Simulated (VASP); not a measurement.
# CaScB2 (P4/mmm) in VASP: density of states with PBE

Aim: the density of states of CaScB2 with PBE.

Everything below comes from runs of VASP 6.6.1. Logs are shortened: lines on timing, memory, paths and dates and some standing lists are left out, and cuts for length are marked.

**1. The cell of the first run**

Symmetry: P4/mmm, No. 123, tetragonal system. Conventional cell: a = 4.411 Å, b = 4.411 Å, c = 3.059 Å, α = 90.00°, β = 90.00°, γ = 90.00°. Ca (site symmetry 4/mmm) has 8 B at 2.68 Å and 2 Ca at 3.06 Å and 4 Sc at 3.12 Å within 3.5 Å. Sc (site symmetry 4/mmm) has 8 B at 2.68 Å and 2 Sc at 3.06 Å and 4 Ca at 3.12 Å within 3.5 Å. Within 3.5 Å of B (site symmetry mmm) lie 4 Ca at 2.68 Å and 4 Sc at 2.68 Å and 6 B at 3.06 to 3.12 Å.

**2. Density of states, PBE**

POSCAR

```
CaScB2
1.0
    4.4106815523      0.0000000000      0.0000000000
    0.0000000000      4.4106815523      0.0000000000
    0.0000000000      0.0000000000      3.0593707694
Ca Sc B
1 1 2
Direct
    0.5000000000      0.5000000000      0.5000000000
    0.0000000000      0.0000000000      0.5000000000
    0.0000000000      0.5000000000      0.0000000000
    0.5000000000      0.0000000000      0.0000000000
```

INCAR.step1

```
SYSTEM = CaScB2
ALGO = Normal ; EDIFF = 1E-6
ENCUT = 520 ; GGA = PE
ISIF = 2 ; ISMEAR = 0
LASPH = .True. ; LCHARG = .True.
LMAXMIX = 4 ; LREAL = .False.
LWAVE = .False. ; NBANDS = 22
NELM = 100 ; PREC = Accurate
SIGMA = 0.1
```

KPOINTS.step1

```
k-points
0
Gamma
  10 10 14
  0 0 0
```

INCAR.step2

```
SYSTEM = CaScB2
ALGO = Normal ; EDIFF = 1E-6
ENCUT = 520 ; GGA = PE
ICHARG = 11 ; ISIF = 2
ISMEAR = -5 ; LASPH = .True.
LCHARG = .False. ; LMAXMIX = 4
LORBIT = 11 ; LREAL = .False.
LWAVE = .False. ; NBANDS = 22
NEDOS = 1001 ; NELM = 100
PREC = Accurate ; SIGMA = 0.1
```

KPOINTS.step2

```
k-points
0
Gamma
  15 15 21
  0 0 0
```

Potentials or basis: VASP PAW PBE potentials, release 64 (Ca_sv, Sc_sv, B).

Command:

```console
$ cat potpaw_PBE.64/Ca_sv/POTCAR potpaw_PBE.64/Sc_sv/POTCAR potpaw_PBE.64/B/POTCAR > POTCAR
$ cp INCAR.step1 INCAR
$ cp KPOINTS.step1 KPOINTS
$ mpirun -np 1 vasp_std > vasp.out
$ cp INCAR.step2 INCAR
$ cp KPOINTS.step2 KPOINTS
$ mpirun -np 1 vasp_std > vasp.out
```

OUTCAR:

```text
SYSTEM = CaScB2
   EDIFF = 1E-6
   ENCUT = 520
   GGA = PE
   ICHARG = 11
   ISIF = 2
   ISMEAR = -5
   LASPH = .True.
   LORBIT = 11
   LREAL = .False.
   NELM = 100
   PREC = Accurate

 ion  position               nearest neighbor table
   1  0.500  0.500  0.500-   2 3.12   2 3.12   2 3.12   2 3.12
   2  0.000  0.000  0.500-   3 2.68   4 2.68   3 2.68   4 2.68   3 2.68   3 2.68   4 2.68   4 2.68
                             1 3.12   1 3.12   1 3.12   1 3.12
   3  0.000  0.500  0.000-   2 2.68   2 2.68   2 2.68   2 2.68
   4  0.500  0.000  0.000-   2 2.68   2 2.68   2 2.68   2 2.68

  LATTYP: Found a simple tetragonal cell.
 ALAT       =     4.4106815523
 C/A-ratio  =     0.6936276703

  Lattice vectors:

 A1 = (   4.4106815523,   0.0000000000,   0.0000000000)
 A2 = (   0.0000000000,   4.4106815523,   0.0000000000)
 A3 = (   0.0000000000,   0.0000000000,   3.0593707694)

Analysis of symmetry for initial positions (statically):
=====================================================================
 Subroutine PRICEL returns:
 Original cell was already a primitive cell.

 Routine SETGRP: Setting up the symmetry group for a
 simple tetragonal supercell.

 Subroutine GETGRP returns: Found 16 space group operations
 (whereof 16 operations were pure point group operations)
 out of a pool of 16 trial point group operations.

The static configuration has the point symmetry D_4h.

Analysis of symmetry for dynamics (positions and initial velocities):
=====================================================================
 Subroutine PRICEL returns:
 Original cell was already a primitive cell.

 Routine SETGRP: Setting up the symmetry group for a
 simple tetragonal supercell.

 Subroutine GETGRP returns: Found 16 space group operations
 (whereof 16 operations were pure point group operations)
 out of a pool of 16 trial point group operations.

The dynamic configuration has the point symmetry D_4h.

 Subroutine INISYM returns: Found 16 space group operations
 (whereof 16 operations are pure point group operations),
 and found     1 'primitive' translations

----------------------------------------------------------------------------------------

                                     Primitive cell

  volume of cell :      59.5173

  direct lattice vectors                    reciprocal lattice vectors
     4.410681552  0.000000000  0.000000000     0.226722330  0.000000000  0.000000000
     0.000000000  4.410681552  0.000000000     0.000000000  0.226722330  0.000000000
     0.000000000  0.000000000  3.059370769     0.000000000  0.000000000  0.326864599

  length of vectors
     4.410681552  4.410681552  3.059370769     0.226722330  0.226722330  0.326864599

  position of ions in fractional coordinates (direct lattice)
     0.500000000  0.500000000  0.500000000
     0.000000000  0.000000000  0.500000000
     0.000000000  0.500000000  0.000000000
     0.500000000  0.000000000  0.000000000

  ion indices of the primitive-cell ions
   primitive index   ion index
                 1           1
                 2           2
                 3           3
                 4           4

----------------------------------------------------------------------------------------

 KPOINTS: k-points

Automatic generation of k-mesh.
 Grid dimensions read from file:
 generate k-points for:   15   15   21

 Generating k-lattice:

  Cartesian coordinates                     Fractional coordinates (reciprocal lattice)
     0.015114822  0.000000000  0.000000000     0.066666667  0.000000000  0.000000000
     0.000000000  0.015114822  0.000000000     0.000000000  0.066666667  0.000000000
     0.000000000  0.000000000  0.015564981     0.000000000  0.000000000  0.047619048

  Length of vectors
     0.015114822  0.015114822  0.015564981

  Shift w.r.t. Gamma in fractional coordinates (k-lattice)
     0.000000000  0.000000000  0.000000000

 TETIRR: Found   7051 inequivalent tetrahedra from    28350

 Subroutine IBZKPT returns following result:
 ===========================================

 Found    396 irreducible k-points:

 Following reciprocal coordinates:
            Coordinates               Weight
  0.000000  0.000000  0.000000      1.000000
  0.066667  0.000000  0.000000      4.000000
  0.133333  0.000000  0.000000      4.000000
  0.200000  0.000000  0.000000      4.000000
  0.266667  0.000000  0.000000      4.000000
  0.333333  0.000000  0.000000      4.000000
[... 16 lines left out ...]
  0.266667  0.200000  0.000000      8.000000
  0.333333  0.200000  0.000000      8.000000
 [... further k-points ...]
   k-points           NKPTS =    396   k-points in BZ     NKDIM =    396   number of bands    NBANDS=     22
   number of dos      NEDOS =   1001   number of ions     NIONS =      4
   total plane-waves  NPLWV =  31104
   dimension x,y,z NGX =    36 NGY =   36 NGZ =   24
   dimension x,y,z NGXF=    72 NGYF=   72 NGZF=   48
   ions per type =               1   1   2
   NGX,Y,Z   is equivalent  to a cutoff of  13.57, 13.57, 13.04 a.u.
   NGXF,Y,Z  is equivalent  to a cutoff of  27.14, 27.14, 26.08 a.u.
 SYSTEM =  CaScB2
   PREC   = accura    normal or accurate (medium, high low for compatibility)
   ISTART =      0    job   : 0-new  1-cont  2-samecut
   ICHARG =     11    charge: 1-file 2-atom 10-const
   ISPIN  =      1    spin polarized calculation?
   LNONCOLLINEAR =      F non collinear calculations
   LSORBIT =      F    spin-orbit coupling
   LASPH  =      T    aspherical Exc in radial PAW
   ENCUT  =  520.0 eV  38.22 Ry    6.18 a.u.   8.20  8.20  5.69*2*pi/ulx,y,z
   NELM   =    100;   NELMIN=  2; NELMDL=  0     # of ELM steps
   EDIFF  = 0.1E-05   stopping-criterion for ELM
   LREAL  =      F    real-space projection
   EDIFFG = 0.1E-04   stopping-criterion for IOM
   NSW    =      0    number of steps for IOM
   IBRION =     -1    ionic relax: 0-MD 1-quasi-New 2-CG
   NFREE  =      0    steps in history (QN), initial steepest desc. (CG)
   ISIF   =      2    stress and relaxation
   ISYM   =      2    0-nonsym 1-usesym 2-fastsym
   POTIM  = 0.5000    time-step for ionic-motion
   TEBEG  =    0.0;   TEEND  =   0.0 temperature during run
   PSTRESS=    0.0 pullay stress
   NELECT =      27.0000    total number of electrons
   NUPDOWN=      -1.0000    fix difference up-down
   EMIN   =  10.00;   EMAX   =-10.00  energy-range for DOS
   EFERMI =   0.00;   METHOD = LEGACY
   ISMEAR =    -5;   SIGMA  =   0.10  broadening in eV -4-tet -1-fermi 0-gaus
   EFERMI_NEDOS =   21; number of points for ismear=-14 and -15
   IALGO  =     38    algorithm
   IMIX   =      4    mixing-type and parameters
     AMIX     =   0.40;   BMIX     =  1.00
     AMIX_MAG =   1.60;   BMIX_MAG =  1.00
  volume/ion in A,a.u.               =      14.88       100.41
  Fermi-wavevector in a.u.,A,eV,Ry     =   1.257906  2.377098 21.528878  1.582328
  Thomas-Fermi vector in A             =   2.391542
   LORBIT       =     11    0 simple, 1 ext, 2 COOP (PROOUT), +10 PAW based schemes
   GGA     = PE    functional components
   LHFCALC =     F    Hartree Fock is set to
   AEXX    =    0.0000 exact exchange contribution
   IVDW    =     0    specifies the selected vdW correction
   LEPSILON=     F    determine dielectric tensor
   LRPA    =     F    only Hartree local field effects (RPA)
 non-spin polarized calculation
 Fermi weights with tetrahedron method with Bloechl corrections
  energy-cutoff  :      520.00
  volume of cell :       59.52
 maximum number of plane-waves:      1628
 NGX is ok and might be reduce to    36

 number of electron      27.0000001 magnetization

 Free energy of the ion-electron system (eV)
  ---------------------------------------------------
  ext. energy  EPLUGINS =         0.00000000
  ---------------------------------------------------
  free energy    TOTEN  =       -19.78498719 eV

  energy without entropy =      -19.78498719  energy(sigma->0) =      -19.78498719

 E-fermi :   4.5585     XC(G=0): -10.7091

 val. band max:        4.6126174302   @ k =   0.2667   0.1333   0.4762
 cond. band min:       4.5233961881   @ k =   0.3333   0.0000   0.0952
 fundamental gap:     -0.0892212421
 Fermi energy:         4.5585228253

 k-point     1 :       0.0000    0.0000    0.0000
  band No.  band energies     occupation
      1     -44.7749      2.00000
      2     -34.9794      2.00000
      3     -23.4253      2.00000
      4     -23.4253      2.00000
      5     -23.2097      2.00000
      6     -16.1214      2.00000
[... 14 lines left out ...]
     21       8.6222      0.00000
     22       8.7998      0.00000

 k-point     2 :       0.0667    0.0000    0.0000
  band No.  band energies     occupation
      1     -44.7749      2.00000
      2     -34.9794      2.00000
      3     -23.4256      2.00000
      4     -23.4251      2.00000
      5     -23.2096      2.00000
      6     -16.1243      2.00000
[... 14 lines left out ...]
     21       8.7010      0.00000
     22       8.8711      0.00000

 k-point     3 :       0.1333    0.0000    0.0000
  band No.  band energies     occupation
      1     -44.7749      2.00000
      2     -34.9793      2.00000
      3     -23.4265      2.00000
      4     -23.4246      2.00000
      5     -23.2095      2.00000
      6     -16.1327      2.00000
[... 14 lines left out ...]
     21       8.8713      0.00000
     22       9.0892      0.00000
[... 476 lines left out ...]
 k-point    23 :       0.2667    0.2000    0.0000
  band No.  band energies     occupation
      1     -44.7745      2.00000
      2     -34.9787      2.00000
      3     -23.4318      2.00000
      4     -23.4263      2.00000
      5     -23.2088      2.00000
      6     -16.1594      2.00000
[... 14 lines left out ...]
     21       9.4537      0.00000
     22       9.7773      0.00000

 k-point    24 :       0.3333    0.2000    0.0000
  band No.  band energies     occupation
      1     -44.7744      2.00000
      2     -34.9785      2.00000
      3     -23.4333      2.00000
      4     -23.4270      2.00000
      5     -23.2087      2.00000
      6     -16.1682      2.00000
[... 14 lines left out ...]
     21       9.6429      0.00000
     22       9.9186      0.00000

 [... further k-points ...]
[... 5 lines left out ...]
  --------------------------------------------------------------------------------------
  -------------------------------------------------------------------------------------
  Total        0.0755045      0.0755045      0.0609571      0.0000000      0.0000000      0.0000000
  in kB        2.0325444      2.0325444      1.6409349      0.0000000      0.0000000      0.0000000
  external PRESSURE =       1.9020079 kB  Pullay stress =       0.0000000 kB

 VOLUME and BASIS-vectors are now :
 -----------------------------------------------------------------------------
  energy-cutoff  :      520.00
  volume of cell :       59.52
      direct lattice vectors                 reciprocal lattice vectors
     4.410681552  0.000000000  0.000000000     0.226722330  0.000000000  0.000000000
     0.000000000  4.410681552  0.000000000     0.000000000  0.226722330  0.000000000
     0.000000000  0.000000000  3.059370769     0.000000000  0.000000000  0.326864599

 POSITION                                       TOTAL-FORCE (eV/Angst)
 -----------------------------------------------------------------------------------
      2.20534      2.20534      1.52969         0.000000      0.000000      0.000000
      0.00000      0.00000      1.52969         0.000000      0.000000      0.000000
      0.00000      2.20534      0.00000         0.000000      0.000000      0.000000
      2.20534      0.00000      0.00000         0.000000      0.000000      0.000000
 -----------------------------------------------------------------------------------
    total drift:                                0.000000      0.000000      0.000000

  FREE ENERGIE OF THE ION-ELECTRON SYSTEM (eV)
  ---------------------------------------------------
  free  energy   TOTEN  =       -19.7849871876 eV

  energy  without entropy=      -19.7849871876  energy(sigma->0) =      -19.78498719

 total charge

# of ion       s       p       d       tot
------------------------------------------
    1        2.069   5.883   0.384   8.336
    2        2.203   6.155   1.052   9.410
    3        0.742   0.843   0.000   1.585
    4        0.742   0.843   0.000   1.585
--------------------------------------------------
tot          5.756  13.723   1.436  20.915
```

Wall time 4.2 min (1 thread of Intel Xeon 6975P-C (Granite Rapids), shared host); peak memory 0.62 GiB.

What came out:

```yaml
Valence_electrons_inside_the_program's_atomic_spheres: Ca 8.34; Sc 9.41; B 1.58
```

Levels at points of the mesh, in eV from the Fermi level:
```csv
k point,band 10,band 11,band 12,band 13,band 14,band 15,band 16,band 17,band 18,band 19
"(0.00, 0.00, 0.00)",-5.73,-1.35,-1.35,0.09,0.52,1.84,2.72,2.72,2.94,2.94
```

Caveat: tetrahedron occupations give inexact forces and stress in metals.
